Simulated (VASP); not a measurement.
Here is a VASP 6.6.1 calculation.

The input POSCAR:

```
Si
1.0
    1.9159541803     -3.3185299852      0.0000000000
    0.0000000000      0.0000000000     -6.3418199159
   11.6553240649      6.3606264228      0.5282735990
Si
16
Direct
    0.4305833333      1.0063257883      0.8333333333
   -0.0069416667      0.9438507883      0.0833333333
    0.4722333333      0.9646757883      0.3333333333
   -0.0485916667      0.9855007883      0.5833333333
   -0.0763583333      0.5132674549      0.9166666667
    0.4861166667      0.4507924549      0.1666666667
   -0.0347083333      0.4716174549      0.4166666667
    0.4444666667      0.4924424549      0.6666666667
    0.4305833333      0.6325075451      0.8333333333
   -0.0069416667      0.5700325451      0.0833333333
    0.4722333333      0.5908575451      0.3333333333
   -0.0485916667      0.6116825451      0.5833333333
   -0.0763583333      0.1394492117      0.9166666667
    0.4861166667      0.0769742117      0.1666666667
   -0.0347083333      0.0977992117      0.4166666667
    0.4444666667      0.1186242117      0.6666666667
```

The input INCAR.step1:

```
PREC = Accurate ; ENCUT = 520
ISMEAR = 0 ; SIGMA = 0.05
LREAL = Auto ; LASPH = T
NELM = 60 ; NBANDS = 46
GGA = PE ; ALGO = Normal
EDIFF = 1E-4 ; LWAVE = T
LCHARG = F
```

File INCAR.step2:

```
PREC = Accurate ; ENCUT = 520
EDIFF = 1E-6 ; ISMEAR = 0
SIGMA = 0.05 ; LREAL = Auto
LASPH = T ; NELM = 60
ALGO = Normal ; ISIF = 2
LWAVE = F ; LCHARG = F
METAGGA = R2SCAN ; LMIXTAU = T
NBANDS = 46 ; ISTART = 1
```

KPOINTS

```
Automatic mesh
0
Gamma
  7 4 2
```

Potentials or basis: VASP PAW PBE potentials, release 64 (Si).

Launch:

```bash
$ cat potpaw_PBE.64/Si/POTCAR > POTCAR
$ cp INCAR.step1 INCAR
$ mpirun -np 1 vasp_std > vasp.out
$ cp INCAR.step2 INCAR
$ mpirun -np 1 vasp_std > vasp.out
```

Q: Estimate the band gap on the k mesh.

A: 0.31 eV (least direct gap 0.43 eV).

Q: Estimate the largest force.

A: 1.240 eV/Å.

Stress tensor (GPa, compression positive):
```
-1.11  0.75 -2.12
 0.75  0.94 -0.78
-2.12 -0.78 -0.61
```

Caveat: the PAW data sets were made with another functional, which shifts forces and pressure a little; an odd mesh through Γ misses points on the zone boundary, where band edges can lie.
